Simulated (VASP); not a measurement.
# ZnOs2O4 (Fd-3m) in VASP: single point with r2SCAN

Aim: the single point of ZnOs2O4 with r2SCAN.

Program: VASP 6.6.1. These are calculated values, not measurements. Logs are shortened: lines on timing, memory, paths and dates and some standing lists are left out, and cuts for length are marked.

## (1) The cell of the first run

The structure is cubic, space group Fd-3m (No. 227). Conventional cell: a = 8.751 Å, b = 8.751 Å, c = 8.751 Å, α = 90.00°, β = 90.00°, γ = 90.00°. Zn (site symmetry -43m) has 4 O at 2.02 Å within 2.7 Å. Os (site symmetry -3m) has 6 O at 2.12 Å within 2.8 Å. Within 2.7 Å of O (site symmetry 3m) lie 1 Zn at 2.02 Å and 3 Os at 2.12 Å.

## (2) Single point, r2SCAN

Contents of POSCAR:

```
ZnOs2O4
1.0
    0.0000000000      4.3756270000      4.3756270000
    4.3756270000      0.0000000000      4.3756270000
    4.3756270000      4.3756270000      0.0000000000
Zn Os O
2 4 8
Direct
    0.1250000000      0.1250000000      0.1250000000
    0.8750000000      0.8750000000      0.8750000000
    0.5000000000      0.5000000000      0.5000000000
    0.0000000000      0.5000000000      0.5000000000
    0.5000000000      0.5000000000      0.0000000000
    0.5000000000      0.0000000000      0.5000000000
    0.2580444577      0.2580444577      0.2580444577
    0.2741333731      0.7419555423      0.7419555423
    0.2580444577      0.2580444577      0.7258666269
    0.7419555423      0.2741333731      0.7419555423
    0.7258666269      0.2580444577      0.2580444577
    0.7419555423      0.7419555423      0.7419555423
    0.2580444577      0.7258666269      0.2580444577
    0.7419555423      0.7419555423      0.2741333731
```

Contents of INCAR.step1:

```
SYSTEM = ZnOs2O4
ALGO = Normal ; EDIFF = 1E-5
ENCUT = 660 ; GGA = PE
GGA_COMPAT = .False. ; ISMEAR = -1
LASPH = .True. ; LCHARG = .False.
LREAL = .False. ; LWAVE = .True.
NBANDS = 65 ; NELM = 120
PREC = Accurate ; SIGMA = 0.1
```

Contents of INCAR.step2:

```
SYSTEM = ZnOs2O4
ALGO = Normal ; EDIFF = 1E-6
ENCUT = 660 ; GGA_COMPAT = .False.
ISIF = 2 ; ISMEAR = -1
ISTART = 1 ; LASPH = .True.
LCHARG = .True. ; LELF = .True.
LMIXTAU = .True. ; LREAL = .False.
LVHAR = .True. ; LWAVE = .False.
METAGGA = R2SCAN ; NBANDS = 65
NELM = 120 ; PREC = Accurate
SIGMA = 0.1
```

Contents of KPOINTS:

```
k-points
0
Gamma
  7 7 7
  0 0 0
```

Potentials or basis: VASP PAW PBE potentials, release 64 (Zn, Os, O).

The run is started by

```console
> cat potpaw_PBE.64/Zn/POTCAR potpaw_PBE.64/Os/POTCAR potpaw_PBE.64/O/POTCAR > POTCAR
> cp INCAR.step1 INCAR
> mpirun -np 1 vasp_std > vasp.out
> cp INCAR.step2 INCAR
> mpirun -np 1 vasp_std > vasp.out
```

OUTCAR:

```text
SYSTEM = ZnOs2O4
   EDIFF = 1E-6
   ENCUT = 660
   ISIF = 2
   ISMEAR = -1
   ISTART = 1
   LASPH = .True.
   LREAL = .False.
   METAGGA = R2SCAN
   NELM = 120
   PREC = Accurate

 ion  position               nearest neighbor table
   1  0.125  0.125  0.125-   9 2.02  11 2.02  13 2.02   7 2.02
   2  0.875  0.875  0.875-   8 2.02  10 2.02  14 2.02  12 2.02
   3  0.500  0.500  0.500-   8 2.12   9 2.12  10 2.12  11 2.12  13 2.12  14 2.12   4 3.09   5 3.09
                             6 3.09   5 3.09   6 3.09   4 3.09
   4  0.000  0.500  0.500-   7 2.12  12 2.12  10 2.12   9 2.12  13 2.12  14 2.12   3 3.09   5 3.09
                             6 3.09   3 3.09   5 3.09   6 3.09
   5  0.500  0.500  0.000-   7 2.12  12 2.12  10 2.12  11 2.12   8 2.12  13 2.12   3 3.09   3 3.09
                             4 3.09   6 3.09   6 3.09   4 3.09
   6  0.500  0.000  0.500-   7 2.12  12 2.12   9 2.12  11 2.12   8 2.12  14 2.12   3 3.09   5 3.09
                             3 3.09   4 3.09   5 3.09   4 3.09
   7  0.258  0.258  0.258-   1 2.02   5 2.12   4 2.12   6 2.12
   8  0.274  0.742  0.742-   2 2.02   3 2.12   5 2.12   6 2.12
   9  0.258  0.258  0.726-   1 2.02   3 2.12   4 2.12   6 2.12
  10  0.742  0.274  0.742-   2 2.02   3 2.12   4 2.12   5 2.12
  11  0.726  0.258  0.258-   1 2.02   3 2.12   5 2.12   6 2.12
  12  0.742  0.742  0.742-   2 2.02   5 2.12   4 2.12   6 2.12
  13  0.258  0.726  0.258-   1 2.02   3 2.12   4 2.12   5 2.12
  14  0.742  0.742  0.274-   2 2.02   3 2.12   4 2.12   6 2.12

  LATTYP: Found a face centered cubic cell.
 ALAT       =     8.7512540000

  Lattice vectors:

 A1 = (   0.0000000000,   4.3756270000,   4.3756270000)
 A2 = (   4.3756270000,   0.0000000000,   4.3756270000)
 A3 = (   4.3756270000,   4.3756270000,   0.0000000000)

Analysis of symmetry for initial positions (statically):
=====================================================================
 Subroutine PRICEL returns:
 Original cell was already a primitive cell.

 Routine SETGRP: Setting up the symmetry group for a
 face centered cubic supercell.

 Subroutine GETGRP returns: Found 48 space group operations
 (whereof 12 operations were pure point group operations)
 out of a pool of 48 trial point group operations.

The static configuration has the point symmetry D_3d.
 The point group associated with its full space group is O_h .

Analysis of symmetry for dynamics (positions and initial velocities):
=====================================================================
 Subroutine PRICEL returns:
 Original cell was already a primitive cell.

 Routine SETGRP: Setting up the symmetry group for a
 face centered cubic supercell.

 Subroutine GETGRP returns: Found 48 space group operations
 (whereof 12 operations were pure point group operations)
 out of a pool of 48 trial point group operations.

The dynamic configuration has the point symmetry D_3d.
 The point group associated with its full space group is O_h .

 Subroutine INISYM returns: Found 48 space group operations
 (whereof 12 operations are pure point group operations),
 and found     1 'primitive' translations

----------------------------------------------------------------------------------------

                                     Primitive cell

  volume of cell :     167.5525

  direct lattice vectors                    reciprocal lattice vectors
     0.000000000  4.375627000  4.375627000    -0.114269338  0.114269338  0.114269338
     4.375627000  0.000000000  4.375627000     0.114269338 -0.114269338  0.114269338
     4.375627000  4.375627000  0.000000000     0.114269338  0.114269338 -0.114269338

  length of vectors
     6.188071047  6.188071047  6.188071047     0.197920299  0.197920299  0.197920299

  position of ions in fractional coordinates (direct lattice)
     0.125000000  0.125000000  0.125000000
     0.875000000  0.875000000  0.875000000
     0.500000000  0.500000000  0.500000000
     0.000000000  0.500000000  0.500000000
     0.500000000  0.500000000  0.000000000
     0.500000000  0.000000000  0.500000000
     0.258044458  0.258044458  0.258044458
     0.274133373  0.741955542  0.741955542
     0.258044458  0.258044458  0.725866627
     0.741955542  0.274133373  0.741955542
     0.725866627  0.258044458  0.258044458
     0.741955542  0.741955542  0.741955542
     0.258044458  0.725866627  0.258044458
     0.741955542  0.741955542  0.274133373

  ion indices of the primitive-cell ions
   primitive index   ion index
                 1           1
                 2           2
                 3           3
                 4           4
                 5           5
                 6           6
                 7           7
                 8           8
                 9           9
                10          10
                11          11
                12          12
                13          13
                14          14

----------------------------------------------------------------------------------------

 KPOINTS: k-points

Automatic generation of k-mesh.
 Grid dimensions read from file:
 generate k-points for:    7    7    7

 Generating k-lattice:

  Cartesian coordinates                     Fractional coordinates (reciprocal lattice)
    -0.016324191  0.016324191  0.016324191     0.142857143  0.000000000  0.000000000
     0.016324191 -0.016324191  0.016324191     0.000000000  0.142857143  0.000000000
     0.016324191  0.016324191 -0.016324191     0.000000000  0.000000000  0.142857143

  Length of vectors
     0.028274328  0.028274328  0.028274328

  Shift w.r.t. Gamma in fractional coordinates (k-lattice)
     0.000000000  0.000000000  0.000000000

 Subroutine IBZKPT returns following result:
 ===========================================

 Found     20 irreducible k-points:

 Following reciprocal coordinates:
            Coordinates               Weight
  0.000000  0.000000  0.000000      1.000000
  0.142857  0.000000  0.000000      8.000000
  0.285714  0.000000  0.000000      8.000000
  0.428571  0.000000  0.000000      8.000000
  0.142857  0.142857  0.000000      6.000000
  0.285714  0.142857  0.000000     24.000000
[... 12 lines left out ...]
 -0.428571  0.428571  0.142857     24.000000
 -0.285714  0.428571  0.142857     24.000000
   k-points           NKPTS =     20   k-points in BZ     NKDIM =     20   number of bands    NBANDS=     65
   number of dos      NEDOS =    301   number of ions     NIONS =     14
   total plane-waves  NPLWV = 157464
   dimension x,y,z NGX =    54 NGY =   54 NGZ =   54
   dimension x,y,z NGXF=   108 NGYF=  108 NGZF=  108
   ions per type =               2   4   8
   NGX,Y,Z   is equivalent  to a cutoff of  14.51, 14.51, 14.51 a.u.
   NGXF,Y,Z  is equivalent  to a cutoff of  29.01, 29.01, 29.01 a.u.
 SYSTEM =  ZnOs2O4
   PREC   = accura    normal or accurate (medium, high low for compatibility)
   ISTART =      1    job   : 0-new  1-cont  2-samecut
   ICHARG =      0    charge: 1-file 2-atom 10-const
   ISPIN  =      1    spin polarized calculation?
   LNONCOLLINEAR =      F non collinear calculations
   LSORBIT =      F    spin-orbit coupling
   LASPH  =      T    aspherical Exc in radial PAW
   ENCUT  =  660.0 eV  48.51 Ry    6.96 a.u.  12.96 12.96 12.96*2*pi/ulx,y,z
   NELM   =    120;   NELMIN=  2; NELMDL=  0     # of ELM steps
   EDIFF  = 0.1E-05   stopping-criterion for ELM
   LREAL  =      F    real-space projection
   EDIFFG = 0.1E-04   stopping-criterion for IOM
   NSW    =      0    number of steps for IOM
   IBRION =     -1    ionic relax: 0-MD 1-quasi-New 2-CG
   NFREE  =      0    steps in history (QN), initial steepest desc. (CG)
   ISIF   =      2    stress and relaxation
   ISYM   =      2    0-nonsym 1-usesym 2-fastsym
   POTIM  = 0.5000    time-step for ionic-motion
   TEBEG  =    0.0;   TEEND  =   0.0 temperature during run
   PSTRESS=    0.0 pullay stress
   NELECT =     104.0000    total number of electrons
   NUPDOWN=      -1.0000    fix difference up-down
   EMIN   =  10.00;   EMAX   =-10.00  energy-range for DOS
   EFERMI =   0.00;   METHOD = LEGACY
   ISMEAR =    -1;   SIGMA  =   0.10  broadening in eV -4-tet -1-fermi 0-gaus
   EFERMI_NEDOS =   21; number of points for ismear=-14 and -15
   IALGO  =     38    algorithm
   IMIX   =      4    mixing-type and parameters
     AMIX     =   0.40;   BMIX     =  1.00
     AMIX_MAG =   1.60;   BMIX_MAG =  1.00
  volume/ion in A,a.u.               =      11.97        80.76
  Fermi-wavevector in a.u.,A,eV,Ry     =   1.396483  2.638970 26.533602  1.950165
  Thomas-Fermi vector in A             =   2.519833
   LORBIT       =      0    0 simple, 1 ext, 2 COOP (PROOUT), +10 PAW based schemes
   METAGGA = R2SCAN    functional components
   LHFCALC =     F    Hartree Fock is set to
   AEXX    =    0.0000 exact exchange contribution
   IVDW    =     0    specifies the selected vdW correction
   LEPSILON=     F    determine dielectric tensor
   LRPA    =     F    only Hartree local field effects (RPA)
 non-spin polarized calculation
  energy-cutoff  :      660.00
  volume of cell :      167.55
 maximum number of plane-waves:      6477
 NGX is ok and might be reduce to    54
   NGX = 25   NGY = 25   NGZ = 25

 number of electron     103.9999992 magnetization

 Free energy of the ion-electron system (eV)
  ---------------------------------------------------
  ext. energy  EPLUGINS =         0.00000000
  ---------------------------------------------------
  free energy    TOTEN  =      -287.11472446 eV

  energy without entropy =     -286.57308363  energy(sigma->0) =     -286.84390405

 E-fermi :   4.9731     XC(G=0): -12.2622

 val. band max:        4.9701093872   @ k =  -0.1429   0.1429   0.0000
 cond. band min:       4.9763058083   @ k =  -0.1429   0.1429   0.0000
 fundamental gap:      0.0061964211
 Fermi energy:         4.9731373476

 k-point     1 :       0.0000    0.0000    0.0000
  band No.  band energies     occupation
      1     -17.0671      2.00000
      2     -16.2258      2.00000
      3     -16.2258      2.00000
      4     -16.2258      2.00000
      5     -15.8825      2.00000
      6     -15.7885      2.00000
[... 56 lines left out ...]
     63       8.3535      0.00000
     64       8.8587      0.00000

 k-point     2 :       0.1429    0.0000    0.0000
  band No.  band energies     occupation
      1     -17.0197      2.00000
      2     -16.2325      2.00000
      3     -16.2098      2.00000
      4     -16.2098      2.00000
      5     -15.9163      2.00000
      6     -15.8069      2.00000
[... 56 lines left out ...]
     63       8.3144      0.00000
     64       9.1959      0.00000

 k-point     3 :       0.2857    0.0000    0.0000
  band No.  band energies     occupation
      1     -16.8908      2.00000
      2     -16.2493      2.00000
      3     -16.1675      2.00000
      4     -16.1675      2.00000
      5     -16.0484      2.00000
      6     -15.8507      2.00000
[... 1128 lines left out ...]
     63       9.3327      0.00000
     64      10.0393      0.00000

 k-point    20 :      -0.2857    0.4286    0.1429
  band No.  band energies     occupation
      1     -16.5140      2.00000
      2     -16.3846      2.00000
      3     -16.1694      2.00000
      4     -16.1642      2.00000
      5     -16.0404      2.00000
      6     -15.9861      2.00000
[... 56 lines left out ...]
     63       9.5231      0.00000
     64       9.8927      0.00000
 [bands above 64 left out]

------------------------ aborting loop because EDIFF is reached ----------------------------------------

  FORCE on cell =-STRESS in cart. coord.  units (eV):
  Direction    XX          YY          ZZ          XY          YZ          ZX
  --------------------------------------------------------------------------------------
  -------------------------------------------------------------------------------------
  Total      -10.4004448    -10.4004448    -10.4004448      0.0000000     -0.0000000     -0.0000000
  in kB      -99.4515650    -99.4515650    -99.4515650      0.0000000     -0.0000000     -0.0000000
  external PRESSURE =     -99.4515650 kB  Pullay stress =       0.0000000 kB

 VOLUME and BASIS-vectors are now :
 -----------------------------------------------------------------------------
  energy-cutoff  :      660.00
  volume of cell :      167.55
      direct lattice vectors                 reciprocal lattice vectors
     0.000000000  4.375627000  4.375627000    -0.114269338  0.114269338  0.114269338
     4.375627000  0.000000000  4.375627000     0.114269338 -0.114269338  0.114269338
     4.375627000  4.375627000  0.000000000     0.114269338  0.114269338 -0.114269338

 POSITION                                       TOTAL-FORCE (eV/Angst)
 -----------------------------------------------------------------------------------
      1.09391      1.09391      1.09391        -0.000000     -0.000000     -0.000000
      7.65735      7.65735      7.65735        -0.000000     -0.000000     -0.000000
      4.37563      4.37563      4.37563        -0.000000     -0.000000     -0.000000
      4.37563      2.18781      2.18781        -0.000000     -0.000000     -0.000000
      2.18781      2.18781      4.37563        -0.000000     -0.000000     -0.000000
      2.18781      4.37563      2.18781        -0.000000     -0.000000     -0.000000
      2.25821      2.25821      2.25821        -0.065170     -0.065170     -0.065170
      6.49304      4.44603      4.44603         0.065170     -0.065170     -0.065170
      4.30523      4.30523      2.25821         0.065170      0.065170     -0.065170
      4.44603      6.49304      4.44603        -0.065170      0.065170     -0.065170
      2.25821      4.30523      4.30523        -0.065170      0.065170      0.065170
      6.49304      6.49304      6.49304         0.065170      0.065170      0.065170
      4.30523      2.25821      4.30523         0.065170     -0.065170      0.065170
      4.44603      4.44603      6.49304        -0.065170     -0.065170      0.065170
 -----------------------------------------------------------------------------------
    total drift:                                0.000000      0.000000      0.000000

  FREE ENERGIE OF THE ION-ELECTRON SYSTEM (eV)
  ---------------------------------------------------
  free  energy   TOTEN  =      -287.1147244584 eV

  energy  without entropy=     -286.5730836326  energy(sigma->0) =     -286.84390405
```

Run time: 54 min. Hardware: 1 thread of Intel Xeon 8259CL, shared host; peak memory 0.59 GiB.

Results:

```
Free energy            : -287.1147 eV
Pressure               : -9.9 GPa
Largest force          : 0.113 eV/Å
Band gap on the k mesh : zero (bands 52 and 53 overlap by 0.15 eV)
```

Forces on the atoms (eV/Å):
```
Zn   0.000  0.000  0.000
Zn   0.000  0.000  0.000
Os   0.000  0.000  0.000
Os   0.000  0.000  0.000
Os   0.000  0.000  0.000
Os   0.000  0.000  0.000
O   -0.065 -0.065 -0.065
O    0.065 -0.065 -0.065
O    0.065  0.065 -0.065
O   -0.065  0.065 -0.065
O   -0.065  0.065  0.065
O    0.065  0.065  0.065
O    0.065 -0.065  0.065
O   -0.065 -0.065  0.065
```

Caveat: the cell stands under tension; the PAW data sets were made with another functional, which shifts forces and pressure a little; spin-orbit coupling is left out, which moves the levels of the heavy elements.
